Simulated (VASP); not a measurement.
# SiC (F-43m) in VASP: a series of runs, part 2 of 3

VASP 6.6.1. The steps go on from the part before.

## Step 3: Single point, PBEsol (volume scaled by 0.948 of the coarse rest volume)

Contents of INCAR:

```
ALGO     = Normal         # electronic algorithm
EDIFF    = 1E-6           # SCF threshold, eV
ENCUT    = 520            # plane-wave cutoff, eV
GGA      = PS             # functional
ISIF     = 2              # what is computed and relaxed
ISMEAR   = 0              # smearing method
LASPH    = True           # aspherical terms in the spheres
LCHARG   = False          # write CHGCAR
LREAL    = False          # projectors in reciprocal space
LWAVE    = False          # write WAVECAR
NBANDS   = 11             # bands
NELM     = 100            # most SCF steps
PREC     = Accurate       # precision mode
SIGMA    = 0.02           # smearing width, eV
```

Contents of KPOINTS:

```
k-points
0
Gamma
  12 12 12
```

Contents of POSCAR:

```
SiC
1.0
    0.0000000000      2.1397000000      2.1397000000
    2.1397000000      0.0000000000      2.1397000000
    2.1397000000      2.1397000000      0.0000000000
Si C
1 1
Direct
    0.0000000000      0.0000000000      0.0000000000
    0.2500000000      0.2500000000      0.2500000000
```

Potentials or basis: VASP PAW PBE potentials, release 64 (Si, C).

Started as:

```sh
$ cat potpaw_PBE.64/Si/POTCAR potpaw_PBE.64/C/POTCAR > POTCAR
$ mpirun -np 1 vasp_std > vasp.out
```

OUTCAR:

```text
EDIFF = 1E-6
   ENCUT = 520
   GGA = PS
   ISIF = 2
   ISMEAR = 0
   LASPH = True
   LREAL = False
   NELM = 100
   PREC = Accurate

 ion  position               nearest neighbor table
   1  0.000  0.000  0.000-   2 1.85   2 1.85   2 1.85   2 1.85
   2  0.250  0.250  0.250-   1 1.85   1 1.85   1 1.85   1 1.85

  LATTYP: Found a face centered cubic cell.
 ALAT       =     4.2794000000

  Lattice vectors:

 A1 = (   0.0000000000,   2.1397000000,   2.1397000000)
 A2 = (   2.1397000000,   0.0000000000,   2.1397000000)
 A3 = (   2.1397000000,   2.1397000000,   0.0000000000)

Analysis of symmetry for initial positions (statically):
=====================================================================
 Subroutine PRICEL returns:
 Original cell was already a primitive cell.

 Routine SETGRP: Setting up the symmetry group for a
 face centered cubic supercell.

 Subroutine GETGRP returns: Found 24 space group operations
 (whereof 24 operations were pure point group operations)
 out of a pool of 48 trial point group operations.

The static configuration has the point symmetry T_d .

Analysis of symmetry for dynamics (positions and initial velocities):
=====================================================================
 Subroutine PRICEL returns:
 Original cell was already a primitive cell.

 Routine SETGRP: Setting up the symmetry group for a
 face centered cubic supercell.

 Subroutine GETGRP returns: Found 24 space group operations
 (whereof 24 operations were pure point group operations)
 out of a pool of 48 trial point group operations.

The dynamic configuration has the point symmetry T_d .

 Subroutine INISYM returns: Found 24 space group operations
 (whereof 24 operations are pure point group operations),
 and found     1 'primitive' translations

----------------------------------------------------------------------------------------

                                     Primitive cell

  volume of cell :      19.5924

  direct lattice vectors                    reciprocal lattice vectors
     0.000000000  2.139700000  2.139700000    -0.233677618  0.233677618  0.233677618
     2.139700000  0.000000000  2.139700000     0.233677618 -0.233677618  0.233677618
     2.139700000  2.139700000  0.000000000     0.233677618  0.233677618 -0.233677618

  length of vectors
     3.025992759  3.025992759  3.025992759     0.404741508  0.404741508  0.404741508

  position of ions in fractional coordinates (direct lattice)
     0.000000000  0.000000000  0.000000000
     0.250000000  0.250000000  0.250000000

  ion indices of the primitive-cell ions
   primitive index   ion index
                 1           1
                 2           2

----------------------------------------------------------------------------------------

 KPOINTS: k-points

Automatic generation of k-mesh.
 Grid dimensions read from file:
 generate k-points for:   12   12   12

 Generating k-lattice:

  Cartesian coordinates                     Fractional coordinates (reciprocal lattice)
    -0.019473135  0.019473135  0.019473135     0.083333333  0.000000000  0.000000000
     0.019473135 -0.019473135  0.019473135     0.000000000  0.083333333  0.000000000
     0.019473135  0.019473135 -0.019473135     0.000000000  0.000000000  0.083333333

  Length of vectors
     0.033728459  0.033728459  0.033728459

  Shift w.r.t. Gamma in fractional coordinates (k-lattice)
     0.000000000  0.000000000  0.000000000

 Subroutine IBZKPT returns following result:
 ===========================================

 Found     72 irreducible k-points:

 Following reciprocal coordinates:
            Coordinates               Weight
  0.000000  0.000000  0.000000      1.000000
  0.083333  0.000000  0.000000      8.000000
  0.166667  0.000000  0.000000      8.000000
  0.250000  0.000000  0.000000      8.000000
  0.333333  0.000000  0.000000      8.000000
  0.416667  0.000000  0.000000      8.000000
[... 16 lines left out ...]
  0.500000  0.166667  0.000000     24.000000
 -0.416667  0.166667  0.000000     24.000000
 [... further k-points ...]
   k-points           NKPTS =     72   k-points in BZ     NKDIM =     72   number of bands    NBANDS=     11
   number of dos      NEDOS =    301   number of ions     NIONS =      2
   total plane-waves  NPLWV =  13824
   dimension x,y,z NGX =    24 NGY =   24 NGZ =   24
   dimension x,y,z NGXF=    48 NGYF=   48 NGZF=   48
   ions per type =               1   1
   NGX,Y,Z   is equivalent  to a cutoff of  13.19, 13.19, 13.19 a.u.
   NGXF,Y,Z  is equivalent  to a cutoff of  26.37, 26.37, 26.37 a.u.
 SYSTEM =  unknown system
   PREC   = accura    normal or accurate (medium, high low for compatibility)
   ISTART =      0    job   : 0-new  1-cont  2-samecut
   ICHARG =      2    charge: 1-file 2-atom 10-const
   ISPIN  =      1    spin polarized calculation?
   LNONCOLLINEAR =      F non collinear calculations
   LSORBIT =      F    spin-orbit coupling
   LASPH  =      T    aspherical Exc in radial PAW
   ENCUT  =  520.0 eV  38.22 Ry    6.18 a.u.   5.63  5.63  5.63*2*pi/ulx,y,z
   NELM   =    100;   NELMIN=  2; NELMDL= -5     # of ELM steps
   EDIFF  = 0.1E-05   stopping-criterion for ELM
   LREAL  =      F    real-space projection
   EDIFFG = 0.1E-04   stopping-criterion for IOM
   NSW    =      0    number of steps for IOM
   IBRION =     -1    ionic relax: 0-MD 1-quasi-New 2-CG
   NFREE  =      0    steps in history (QN), initial steepest desc. (CG)
   ISIF   =      2    stress and relaxation
   ISYM   =      2    0-nonsym 1-usesym 2-fastsym
   POTIM  = 0.5000    time-step for ionic-motion
   TEBEG  =    0.0;   TEEND  =   0.0 temperature during run
   PSTRESS=    0.0 pullay stress
   NELECT =       8.0000    total number of electrons
   NUPDOWN=      -1.0000    fix difference up-down
   EMIN   =  10.00;   EMAX   =-10.00  energy-range for DOS
   EFERMI =   0.00;   METHOD = LEGACY
   ISMEAR =     0;   SIGMA  =   0.02  broadening in eV -4-tet -1-fermi 0-gaus
   EFERMI_NEDOS =   21; number of points for ismear=-14 and -15
   IALGO  =     38    algorithm
   IMIX   =      4    mixing-type and parameters
     AMIX     =   0.40;   BMIX     =  1.00
     AMIX_MAG =   1.60;   BMIX_MAG =  1.00
  volume/ion in A,a.u.               =       9.80        66.11
  Fermi-wavevector in a.u.,A,eV,Ry     =   1.214531  2.295131 20.069758  1.475086
  Thomas-Fermi vector in A             =   2.349948
   LORBIT       =      0    0 simple, 1 ext, 2 COOP (PROOUT), +10 PAW based schemes
   GGA     = PS    functional components
   LHFCALC =     F    Hartree Fock is set to
   AEXX    =    0.0000 exact exchange contribution
   IVDW    =     0    specifies the selected vdW correction
   LEPSILON=     F    determine dielectric tensor
   LRPA    =     F    only Hartree local field effects (RPA)
 non-spin polarized calculation
 Gauss-broadening in eV      SIGMA  =   0.02
  energy-cutoff  :      520.00
  volume of cell :       19.59
 maximum number of plane-waves:       544
   NGX = 11   NGY = 11   NGZ = 11

 number of electron       7.9999999 magnetization

 Free energy of the ion-electron system (eV)
  ---------------------------------------------------
  ext. energy  EPLUGINS =         0.00000000
  ---------------------------------------------------
  free energy    TOTEN  =       -15.86950797 eV

  energy without entropy =      -15.86950797  energy(sigma->0) =      -15.86950797

 E-fermi :   8.7720     XC(G=0): -11.7417

 val. band max:        8.6808885733   @ k =   0.0000   0.0000   0.0000
 cond. band min:       9.8635994559   @ k =   0.5000   0.5000   0.0000
 fundamental gap:      1.1827108826
 Fermi energy:         8.7720407457

 k-point     1 :       0.0000    0.0000    0.0000
  band No.  band energies     occupation
      1      -7.1793      2.00000
      2       8.6809      2.00000
      3       8.6809      2.00000
      4       8.6809      2.00000
      5      15.5066      0.00000
      6      16.3101      0.00000
      7      16.3101      0.00000
      8      16.3101      0.00000
      9      23.4630      0.00000
     10      23.4630      0.00000
     11      25.8024      0.00000
[... 309 lines left out ...]
 k-point    24 :      -0.4167    0.1667    0.0000
  band No.  band energies     occupation
      1      -3.0333      2.00000
      2       0.3462      2.00000
      3       5.5036      2.00000
      4       7.1268      2.00000
      5      13.8961      0.00000
      6      16.7743      0.00000
      7      17.4286      0.00000
      8      20.3100      0.00000
      9      23.7851      0.00000
     10      24.4804      0.00000
     11      27.3359      0.00000

 [... further k-points ...]

------------------------ aborting loop because EDIFF is reached ----------------------------------------

  FORCE on cell =-STRESS in cart. coord.  units (eV):
  Direction    XX          YY          ZZ          XY          YZ          ZX
  --------------------------------------------------------------------------------------
  -------------------------------------------------------------------------------------
  Total        1.6679746      1.6679746      1.6679746     -0.0000000      0.0000000      0.0000000
  in kB      136.3990550    136.3990550    136.3990550     -0.0000000      0.0000000      0.0000000
  external PRESSURE =     136.3990550 kB  Pullay stress =       0.0000000 kB

 VOLUME and BASIS-vectors are now :
 -----------------------------------------------------------------------------
  energy-cutoff  :      520.00
  volume of cell :       19.59
      direct lattice vectors                 reciprocal lattice vectors
     0.000000000  2.139700000  2.139700000    -0.233677618  0.233677618  0.233677618
     2.139700000  0.000000000  2.139700000     0.233677618 -0.233677618  0.233677618
     2.139700000  2.139700000  0.000000000     0.233677618  0.233677618 -0.233677618

 POSITION                                       TOTAL-FORCE (eV/Angst)
 -----------------------------------------------------------------------------------
      0.00000      0.00000      0.00000         0.000000     -0.000000      0.000000
      1.06985      1.06985      1.06985        -0.000000      0.000000     -0.000000
 -----------------------------------------------------------------------------------
    total drift:                                0.000000      0.000000      0.000000

  FREE ENERGIE OF THE ION-ELECTRON SYSTEM (eV)
  ---------------------------------------------------
  free  energy   TOTEN  =       -15.8695079686 eV

  energy  without entropy=      -15.8695079686  energy(sigma->0) =      -15.86950797
```

Wall time 7 s (1 thread of Intel Xeon Platinum 8488C (Sapphire Rapids), shared host); peak memory 0.14 GiB.

Results:

```yaml
Free_energy: -15.8695 eV
Pressure: 13.6 GPa
Band_gap_on_the_k_mesh: 1.18 eV, indirect (least direct gap 4.50 eV)
```

Levels at points of the mesh, in eV from the valence-band top:
| k point | band 2 | band 3 | band 4 | band 5 | band 6 | band 7 |
| --- | --- | --- | --- | --- | --- | --- |
| (0.00, 0.00, 0.00) | 0.00 | 0.00 | 0.00 | 6.83 | 7.63 | 7.63 |
| (0.50, 0.00, 0.00) | -8.91 | -1.07 | -1.07 | 5.87 | 7.36 | 7.36 |
| (0.50, 0.50, 0.00) | -8.01 | -3.32 | -3.32 | 1.18 | 4.39 | 14.59 |

Caveat: the cell differs from its parent crystal (volume scaled by 0.948 of the coarse rest volume); the PAW data sets were made with another functional, which shifts forces and pressure a little. A k mesh can miss the band edges.

## Step 4: Single point, PBEsol

This run uses another cell than the first one, of 10.75 Å³/atom, 1.085 times its volume.

Contents of INCAR:

```
SYSTEM = SiC
PREC = Accurate ; ENCUT = 600
EDIFF = 1E-6 ; ISMEAR = 0
SIGMA = 0.05 ; LREAL = .False.
LASPH = .True. ; NELM = 120
ALGO = Normal ; ISIF = 2
LWAVE = .False. ; LCHARG = .True.
GGA = PS ; LELF = .True.
LVHAR = .True. ; NBANDS = 11
GGA_COMPAT = .False.
```

Contents of KPOINTS:

```
Automatic mesh
0
Gamma
  6 6 6
  0 0 0
```

Contents of POSCAR:

```
SiC
1.0
    0.0000000000      2.2072166863      2.2072166863
    2.2072166863      0.0000000000      2.2072166863
    2.2072166863      2.2072166863      0.0000000000
Si C
1 1
Direct
    0.0000000000      0.0000000000      0.0000000000
    0.2500000000      0.2500000000      0.2500000000
```

Started as:

```sh
$ cat potpaw_PBE.64/Si/POTCAR potpaw_PBE.64/C/POTCAR > POTCAR
$ mpirun -np 1 vasp_std > vasp.out
```

Run time: 6.1 s. Hardware: 1 thread of Intel Xeon 6975P-C, shared host; peak memory 0.15 GiB.

The run converged. Its results:

* Free energy: -15.8851 eV
* Pressure: -7.9 GPa
* Band gap on the k mesh: 1.26 eV, indirect (least direct gap 4.40 eV)

Levels at points of the mesh, in eV from the valence-band top:
```
           k point  band 1  band 2  band 3  band 4  band 5  band 6  band 7  band 8
(0.00, 0.00, 0.00)  -15.13    0.00    0.00    0.00    5.74    6.98    6.98    6.98
(0.50, 0.00, 0.00)  -11.66   -8.39   -1.05   -1.05    5.03    6.98    6.98    9.70
(0.50, 0.50, 0.00)  -10.24   -7.72   -3.14   -3.14    1.26    4.06   13.51   13.51
```

Caveat: the PAW data sets were made with another functional, which shifts forces and pressure a little.

(Part 2 of 3 ends here.)
